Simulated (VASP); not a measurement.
# LiC2 in VASP: a series of runs, part 2 of 2

VASP 6.6.1.

**4. Relaxation of cell and atoms, PBE**

Input file INCAR:

```
SYSTEM = LiC2
PREC     = Accurate       ! precision mode
ENCUT    = 600            ! plane-wave cutoff, eV
EDIFF    = 1E-6           ! SCF threshold, eV
ISMEAR   = 0              ! smearing method
SIGMA    = 0.1            ! smearing width, eV
LREAL    = .False.        ! projectors in reciprocal space
LASPH    = .True.         ! aspherical terms in the spheres
NELM     = 100            ! most SCF steps
ALGO     = Normal         ! electronic algorithm
ISIF     = 3              ! what is computed and relaxed
LWAVE    = .False.        ! write WAVECAR
LCHARG   = .False.        ! write CHGCAR
GGA      = PE             ! functional
IBRION   = 2              ! ionic algorithm
NSW      = 100            ! ionic steps
EDIFFG   = -0.01          ! ionic threshold
```

Input file KPOINTS:

```
Automatic mesh
0
Gamma
  12 12 12
  0 0 0
```

Input file POSCAR:

```
LiC2
1.0
    0.0000000000      2.6987205118      2.6987205118
    2.6987205118      0.0000000000      2.6987205118
    2.6987205118      2.6987205118      0.0000000000
Li C
2 4
Direct
    0.0000000000      0.0000000000      0.0000000000
    0.2500000000      0.2500000000      0.2500000000
    0.6250000000      0.6250000000      0.1250000000
    0.6250000000      0.1250000000      0.6250000000
    0.6250000000      0.6250000000      0.6250000000
    0.1250000000      0.6250000000      0.6250000000
```

Potentials or basis: VASP PAW PBE potentials, release 64 (Li_sv, C).

On the command line:

```console
$ cat potpaw_PBE.64/Li_sv/POTCAR potpaw_PBE.64/C/POTCAR > POTCAR
$ mpirun -np 1 vasp_std > vasp.out
```

OUTCAR:

```text
SYSTEM = LiC2
   PREC = Accurate
   ENCUT = 600
   EDIFF = 1E-6
   ISMEAR = 0
   LREAL = .False.
   LASPH = .True.
   NELM = 100
   ISIF = 3
   GGA = PE
   IBRION = 2
   NSW = 100
   EDIFFG = -0.01

 ion  position               nearest neighbor table
   1  0.000  0.000  0.000-   5 2.24   5 2.24   5 2.24   3 2.24   4 2.24   6 2.24   4 2.24   3 2.24
                             6 2.24   3 2.24   4 2.24   6 2.24   2 2.34   2 2.34   2 2.34   2 2.34
   2  0.250  0.250  0.250-   5 2.24   5 2.24   5 2.24   4 2.24   3 2.24   6 2.24   3 2.24   4 2.24
                             6 2.24   3 2.24   4 2.24   6 2.24   1 2.34   1 2.34   1 2.34   1 2.34
   3  0.625  0.625  0.125-   5 1.91   4 1.91   5 1.91   6 1.91   4 1.91   6 1.91   1 2.24   2 2.24
                             1 2.24   2 2.24   1 2.24   2 2.24
   4  0.625  0.125  0.625-   5 1.91   3 1.91   3 1.91   5 1.91   6 1.91   6 1.91   2 2.24   1 2.24
                             2 2.24   2 2.24   1 2.24   1 2.24
   5  0.625  0.625  0.625-   3 1.91   4 1.91   6 1.91   3 1.91   4 1.91   6 1.91   1 2.24   2 2.24
                             1 2.24   2 2.24   1 2.24   2 2.24
   6  0.125  0.625  0.625-   5 1.91   3 1.91   4 1.91   3 1.91   4 1.91   5 1.91   2 2.24   1 2.24
                             1 2.24   2 2.24   2 2.24   1 2.24

  LATTYP: Found a face centered cubic cell.
 ALAT       =     5.3974410236

  Lattice vectors:

 A1 = (   0.0000000000,   2.6987205118,   2.6987205118)
 A2 = (   2.6987205118,   0.0000000000,   2.6987205118)
 A3 = (   2.6987205118,   2.6987205118,   0.0000000000)

Analysis of symmetry for initial positions (statically):
=====================================================================
 Subroutine PRICEL returns:
 Original cell was already a primitive cell.

 Routine SETGRP: Setting up the symmetry group for a
 face centered cubic supercell.

 Subroutine GETGRP returns: Found 48 space group operations
 (whereof 24 operations were pure point group operations)
 out of a pool of 48 trial point group operations.

The static configuration has the point symmetry T_d .
 The point group associated with its full space group is O_h .

[... 165 lines left out ...]
  ---------------------------------------------------
  ext. energy  EPLUGINS =         0.00000000
  ---------------------------------------------------
  free energy    TOTEN  =       -29.79220222 eV

  energy without entropy =      -29.78606735  energy(sigma->0) =      -29.78913478

------------------------ aborting loop because EDIFF is reached ----------------------------------------

  FORCE on cell =-STRESS in cart. coord.  units (eV):
  Direction    XX          YY          ZZ          XY          YZ          ZX
  --------------------------------------------------------------------------------------
  -------------------------------------------------------------------------------------
  Total       -0.5558625     -0.5558625     -0.5558625      0.0000000      0.0000000      0.0000000
  in kB      -22.6555299    -22.6555299    -22.6555299      0.0000000      0.0000000      0.0000000
  external PRESSURE =     -22.6555299 kB  Pullay stress =       0.0000000 kB
[... 67 lines left out ...]
--------------------------------------- Ionic step        3  -------------------------------------------

 number of electron      21.9999987 magnetization

 Free energy of the ion-electron system (eV)
  ---------------------------------------------------
  ext. energy  EPLUGINS =         0.00000000
  ---------------------------------------------------
  free energy    TOTEN  =       -29.79649626 eV

  energy without entropy =      -29.79042931  energy(sigma->0) =      -29.79346279

 E-fermi :   8.2569     XC(G=0): -12.1425

 val. band max:        8.2357969286   @ k =   0.4167   0.4167   0.0000
 cond. band min:       8.2751510254   @ k =   0.4167   0.3333   0.0000
 fundamental gap:      0.0393540968
 Fermi energy:         8.2569430310

 k-point     1 :       0.0000    0.0000    0.0000
  band No.  band energies     occupation
      1     -38.1311      2.00000
      2     -37.9162      2.00000
      3     -10.4543      2.00000
      4      -2.4043      2.00000
      5       1.5309      2.00000
      6       1.5309      2.00000
      7       1.5309      2.00000
      8       2.1055      2.00000
      9       2.1055      2.00000
     10       2.1055      2.00000
     11       5.0551      2.00000
     12       5.0551      2.00000
     13      13.6631      0.00000
     14      13.6632      0.00000
[... 401 lines left out ...]
      2     -37.9756      2.00000
      3      -8.8455      2.00000
      4      -6.2378      2.00000
      5      -1.9167      2.00000
      6      -0.4303      2.00000
      7       0.9310      2.00000
      8       3.4754      2.00000
      9       3.4986      2.00000
     10       6.8651      2.00000
     11       7.6428      2.00000
     12       9.5215      0.00000
     13      11.2858      0.00000
     14      11.5474      0.00000
     15      12.7240      0.00000

 [... further k-points ...]

------------------------ aborting loop because EDIFF is reached ----------------------------------------

  FORCE on cell =-STRESS in cart. coord.  units (eV):
  Direction    XX          YY          ZZ          XY          YZ          ZX
  --------------------------------------------------------------------------------------
  -------------------------------------------------------------------------------------
  Total       -0.0055243     -0.0055243     -0.0055243      0.0000000     -0.0000000     -0.0000000
  in kB       -0.2286079     -0.2286079     -0.2286079      0.0000000     -0.0000000     -0.0000000
  external PRESSURE =      -0.2286079 kB  Pullay stress =       0.0000000 kB
[... 21 lines left out ...]
  FREE ENERGIE OF THE ION-ELECTRON SYSTEM (eV)
  ---------------------------------------------------
  free  energy   TOTEN  =       -29.7964962569 eV

  energy  without entropy=      -29.7904293150  energy(sigma->0) =      -29.79346279

 reached required accuracy - stopping structural energy minimisation
```

OSZICAR:

```text
N       E                     dE             d eps       ncg     rms          rms(c)
DAV:   1     0.897580471442E+02    0.89758E+02   -0.11796E+04  2160   0.167E+03
DAV:   2    -0.227764993622E+02   -0.11253E+03   -0.11093E+03  2827   0.301E+02
DAV:   3    -0.298186739346E+02   -0.70422E+01   -0.70164E+01  4188   0.613E+01
[... 17 lines left out ...]
       N       E                     dE             d eps       ncg     rms          rms(c)
DAV:   1    -0.297965575013E+02   -0.12349E-03   -0.27782E-03  2602   0.455E-01    0.572E-02
DAV:   2    -0.297965156803E+02    0.41821E-04   -0.19457E-04  3421   0.109E-01    0.365E-02
DAV:   3    -0.297964966002E+02    0.19080E-04   -0.45324E-05  2727   0.431E-02    0.771E-03
DAV:   4    -0.297964962569E+02    0.34331E-06   -0.23951E-06  2652   0.103E-02
   3 F= -.29796496E+02 E0= -.29793463E+02  d E =-.429404E-02
```

Wall time 2.8 min (1 thread of Intel Xeon 8259CL, shared host); peak memory 0.19 GiB.

Results:

```
Free energy                           : -29.7965 eV
Relaxed volume                        : 6.45 Å³/atom
Relaxed cell                          : a = 3.797 Å, b = 3.797 Å, c = 3.797 Å, α = 60.00°, β = 60.00°, γ = 60.00°
Space group after relaxing (to 0.1 Å) : Fd-3m (No. 227)
Energy gained by relaxing             : 0.7 meV/atom
Ionic steps                           : 3
Pressure after relaxing               : 0.0 GPa
Band gap on the k mesh                : zero (bands 11 and 12 overlap by 4.58 eV)
```

The path:
| step | energy change (eV) | largest force (eV/Å) | pressure (GPa) | volume (Å³) |
| --- | --- | --- | --- | --- |
| 1 | 0.0000 | 0.0000 | -2.27 | 39.31 |
| 2 | -0.0042 | 0.0000 | -0.28 | 38.79 |
| 3 | -0.0043 | 0.0000 | -0.02 | 38.72 |

Final structure:
```
Li C
1.0
     0.00000    2.68507    2.68507
     2.68507    0.00000    2.68507
     2.68507    2.68507    0.00000
Li C
2 4
Direct
  0.00000 0.00000 0.00000
  0.25000 0.25000 0.25000
  0.62500 0.62500 0.12500
  0.62500 0.12500 0.62500
  0.62500 0.62500 0.62500
  0.12500 0.62500 0.62500
```

Levels at points of the mesh, in eV from the Fermi level:
```csv
k point,band 7,band 8,band 9,band 10,band 11,band 12,band 13,band 14,band 15
"(0.00, 0.00, 0.00)",-6.73,-6.15,-6.15,-6.15,-3.20,-3.20,5.41,5.41,5.41
"(0.50, 0.00, 0.00)",-8.07,-5.92,-5.92,0.43,0.43,1.17,1.81,1.81,3.93
"(0.50, 0.50, 0.00)",-7.02,-7.02,0.63,0.63,0.84,0.84,2.38,2.38,3.17
```

Caveat: the cutoff is under 1.25 times the usual one of these potentials, so pressure, stress and relaxed cells hold a basis-set (Pulay) error.

**5. Summary**

| task | cell | k mesh | cutoff (eV) | gap on the mesh (eV) |
| --- | --- | --- | --- | --- |
| single point | a = 3.817 Å, angles 120.0, 120.0, 90.0°, 6 atoms, atomic positions A | 6 × 6 × 6 | 520 | none |
| single point | a = 3.800 Å, angles 60.0°, 6 atoms, atomic positions B | 12 × 12 × 12 | 520 | none |
| relaxation of cell and atoms | relaxed from a = 3.817 Å, angles 60.0°, 6 atoms, atomic positions B | 12 × 12 × 12 | 600 | none |

Alike in all rows: level PBE; potentials or basis VASP PAW PBE potentials, release 64 (Li_sv, C); no spin polarisation; smearing gaussian 0.1 eV.

Caveats: the cutoff is under 1.25 times the usual one of these potentials, so pressure, stress and relaxed cells hold a basis-set (Pulay) error.

Absolute energies hang on the potentials; compare differences alone.
